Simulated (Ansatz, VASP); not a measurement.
TiAl3: VASP beside Ansatz

INCAR

```
SYSTEM = TiAl3
PREC = Accurate
ENCUT = 520
EDIFF = 1E-6
ISMEAR = -1
SIGMA = 0.05
LREAL = .FALSE.
LASPH = .TRUE.
NELM = 60
ALGO = Normal
ISIF = 2
LWAVE = .FALSE.
LCHARG = .FALSE.
GGA = PS
NBANDS = 18
```

KPOINTS

```
Automatic mesh
0
G
  9 6 6
  0 0 0
```

File POSCAR:

```
TiAl3
1.0
    2.8982332018      0.0000000000      0.0000000000
    0.0000000000      4.7777950630      0.0000000000
    0.0000000000      0.0000000000      4.7047123200
Ti Al
1 3
Direct
    0.0000000000      0.5000000000      0.1659160000
    0.0000000000      0.0000000000      0.8359000000
    0.5000000000      0.0000000000      0.3309120000
    0.5000000000      0.5000000000      0.6672710000
```

input.yaml

```yaml
crystal:
  lattice:
    - [2.8982332018, 0.0, 0.0]
    - [0.0, 4.777795063, 0.0]
    - [0.0, 0.0, 4.70471232]
  atoms:
    - { symbol: Ti, position: [0.0, 0.5, 0.165916] }
    - { symbol: Al, position: [0.0, 0.0, 0.8359] }
    - { symbol: Al, position: [0.5, 0.0, 0.330912] }
    - { symbol: Al, position: [0.5, 0.5, 0.667271] }
kpoints:
  mp_grid: { grid: [9, 6, 6] }
scf:
  occupations: { method: fermi_dirac, width: 0.05 }
hamiltonian:
  xc: pbesol
  pseudopotentials: { kind: all_electron, lapw: { basis_error: 0.002 } }
output:
  forces: true
  stress: true
  eigenvalues: true
```

Change from the starting cell: strain_z_fixed_volume = -0.04.

Alike in both runs: task single point; functional PBEsol; k mesh 9 × 6 × 6; occupations fermi-dirac, width 0.05 eV; no spin polarisation.

```csv
,VASP,Ansatz
version,VASP 6.6.1,Ansatz 0.2.0
potentials or method,"VASP PAW PBE potentials, release 64 (Ti_sv, Al), cutoff 520 eV","all-electron LAPW, scalar-relativistic"
```

```csv
,VASP,Ansatz,Ansatz less VASP
gap on the k mesh at the Fermi level (eV),none,none,-
pressure (GPa),-1.8,-1.8,-0.06
"traceless stress, the component that is largest in VASP (GPa)",6.22,6.20,-0.018
rms of the force components (eV/Å),0.030,0.030,-0.0001
```

VASP's potentials were made for PBE, not for PBEsol. Atom by atom the forces differ by 0.001 eV/Å (rms over components). A gap of «none» marks a metal or a gap that the smearing closes. Ansatz ran all-electron here, and VASP with PAW potentials.
